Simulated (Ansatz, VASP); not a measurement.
## Li2Se in VASP and in Ansatz

```
Li Se
1.0
     0.00000    2.97217    2.97217
     2.97217    0.00000    2.97217
     2.97217    2.97217    0.00000
Li Se
2 1
Direct
  0.25000 0.25000 0.25000
  0.75000 0.75000 0.75000
  0.00000 0.00000 0.00000
```

Alike in both runs: task single point; functional PBE; k mesh 8 × 8 × 8; occupations gaussian, width 0.02 eV; no spin polarisation.

|  | VASP | Ansatz |
| --- | --- | --- |
| version | VASP 6.6.1 | Ansatz 0.2.0 |
| potentials or method | VASP PAW PBE potentials, release 64 (Li_sv, Se), cutoff 750 eV | scalar-relativistic, plane waves, PAW |
| valence electrons in the cell | 12 | 22 |

VASP gave:

| Item | Value |
| --- | --- |
| gap on the k mesh at the Fermi level (eV) | 2.95 |
| least direct gap on the mesh (eV) | 3.51 |
| pressure (GPa) | 1.1 |

**Question.** Which values does Ansatz return?

**Answer.** gap on the k mesh at the Fermi level (eV): 2.96; least direct gap on the mesh (eV): 3.51; pressure (GPa): 1.1.

The functional is the same, so the differences come from potentials, cutoffs and numerics. VASP's potentials hold 12 valence electrons a cell and Ansatz's 22, so a difference there can come from the potentials and not from the codes.
